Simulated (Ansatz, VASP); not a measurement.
# One calculation of C, two programs

```
CELL_PARAMETERS angstrom
1.78337 1.78337 0.00000
-1.78337 1.78337 0.00000
0.00000 1.78337 1.78337
ATOMIC_POSITIONS crystal
C 0.50000 0.50000 0.00000
C 0.75000 0.25000 0.50000
```

Alike in both runs: task relaxation of cell and atoms; functional LDA; k mesh 16 × 16 × 16; occupations fermi-dirac, width 0.1 eV; no spin polarisation.

```csv
,VASP,Ansatz
version,VASP 6.6.1,Ansatz 0.2.0
potentials or method,"VASP PAW LDA potentials, release 64 (C)","PAW with Ansatz's default frozen-core files, scalar-relativistic"
plane-wave cutoff (eV),600,420
valence electrons in the cell,8,8
```

```tsv
	VASP	Ansatz	Ansatz less VASP
relaxed volume (Å³/atom)	5.52	5.51	-0.009
relaxed cell length with the largest relative difference (Å)	2.499	2.497	-0.0013
```

LDA's correlation is that of Perdew and Zunger in VASP and of Perdew and Wang (1992) in Ansatz.
